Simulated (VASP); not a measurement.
A run of VASP 6.6.1:

INCAR

```
SYSTEM = ZrS4
PREC     = Accurate       ! precision mode
ENCUT    = 520            ! plane-wave cutoff, eV
EDIFF    = 1E-6           ! SCF threshold, eV
ISMEAR   = 0              ! smearing method
SIGMA    = 0.2            ! smearing width, eV
LREAL    = .False.        ! projectors in reciprocal space
LASPH    = .True.         ! aspherical terms in the spheres
NELM     = 60             ! most SCF steps
ALGO     = Normal         ! electronic algorithm
ISIF     = 2              ! what is computed and relaxed
LWAVE    = .False.        ! write WAVECAR
LCHARG   = .True.         ! write CHGCAR
GGA      = PE             ! functional
LELF     = .True.         ! ELF
LVHAR    = .True.       
NBANDS   = 47             ! bands
```

Contents of KPOINTS:

```
regular mesh
0
Gamma
  4 4 2
  0 0 0
```

The input POSCAR:

```
ZrS4
1.0
    4.9604588500      0.0000000000      0.0000000000
    0.0000000000      4.9604588500      0.0000000000
    0.0000000000      0.0000000000      9.9209177000
Zr S
2 8
Direct
    0.5000000000      0.5000000000      0.2500000000
    0.5000000000      0.5000000000      0.7500000000
    0.0000000000      0.5000000000      0.2500000000
    0.0000000000      0.5000000000      0.7500000000
    0.5000000000      0.0000000000      0.2500000000
    0.5000000000      0.0000000000      0.7500000000
    0.5000000000      0.5000000000      0.0000000000
    0.5000000000      0.5000000000      0.5000000000
    0.0000000000      0.0000000000      0.0000000000
    0.0000000000      0.0000000000      0.5000000000
```

Potentials or basis: VASP PAW PBE potentials, release 64 (Zr_sv, S).

Run with:

```console
$ cat potpaw_PBE.64/Zr_sv/POTCAR potpaw_PBE.64/S/POTCAR > POTCAR
$ mpirun -np 1 vasp_std > vasp.out
```

Hardware: 1 thread of Intel(R) Xeon(R) 6975P-C (Granite Rapids), with other jobs on the host.

Task: Estimate the wall time of this run.

Result: It took 94 s on 1 thread of Intel(R) Xeon(R) 6975P-C (Granite Rapids), with other jobs on the host, peak memory 0.39 GiB. Counts: scf iterations 17, k points 12.
